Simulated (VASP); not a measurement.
Set up this calculation in VASP 6.6.1, as the native input.

* Task: single point
* Functional: PBE0
* Potentials or basis: VASP PAW PBE potentials, release 64 (B, As)
* Cutoff: 520 eV
* k mesh: 6 × 6 × 6
* Occupations: gaussian, width 0.01 eV
* Spin: no spin polarisation
* Dipole correction: no
* Grid for exact exchange (PRECFOCK): Normal
* Further INCAR settings: ALGO = Normal; EDIFF = 1e-06; NBANDS = 11

BAs:

```xyz
2
Lattice="0.0000 2.3919 2.3919 2.3919 0.0000 2.3919 2.3919 2.3919 0.0000" Properties=species:S:1:pos:R:3 pbc="T T T"
B     0.0000    0.0000    0.0000
As    1.1959    1.1959    1.1959
```

One way to write it, as run:

POSCAR

```
BAs
1.0
    0.0000000000      2.3918676044      2.3918676044
    2.3918676044      0.0000000000      2.3918676044
    2.3918676044      2.3918676044      0.0000000000
B As
1 1
Direct
    0.0000000000      0.0000000000      0.0000000000
    0.2500000000      0.2500000000      0.2500000000
```

INCAR.step1

```
SYSTEM = BAs
  PREC = Accurate
  ENCUT = 520
  EDIFF = 1E-5
  ISMEAR = 0
  SIGMA = 0.01
  LREAL = .FALSE.
  LASPH = .TRUE.
  NELM = 80
  ALGO = Normal
  ISIF = 2
  LWAVE = .TRUE.
  NBANDS = 11
  GGA = PE
```

INCAR.step2

```
SYSTEM = BAs
  PREC = Accurate
  ENCUT = 520
  EDIFF = 1E-6
  ISMEAR = 0
  SIGMA = 0.01
  LREAL = .FALSE.
  LASPH = .TRUE.
  NELM = 80
  ALGO = Normal
  ISIF = 2
  LWAVE = .FALSE.
  LCHARG = .TRUE.
  GGA = PE
  LHFCALC = .TRUE.
  AEXX = 0.25
  PRECFOCK = Normal
  LELF = .TRUE.
  LVHAR = .TRUE.
  NBANDS = 11
  ISTART = 1
```

KPOINTS

```
Automatic mesh
0
G
  6 6 6
  0 0 0
```

Potentials or basis: VASP PAW PBE potentials, release 64 (B, As).

Run with:

```sh
$ cat potpaw_PBE.64/B/POTCAR potpaw_PBE.64/As/POTCAR > POTCAR
$ cp INCAR.step1 INCAR
$ mpirun -np 1 vasp_std > vasp.out
$ cp INCAR.step2 INCAR
$ mpirun -np 1 vasp_std > vasp.out
```

Results of the run:

The pressure is -1.3 GPa and the band gap on the k mesh is 2.65 eV, indirect (least direct gap 4.81 eV).

Caveat: the PAW data sets were made with another functional, which shifts forces and pressure a little.

Run time: 12 min on 1 thread of AMD EPYC 7R43 64-Core Processor (Zen 3) (shared host), peak memory 0.13 GiB.
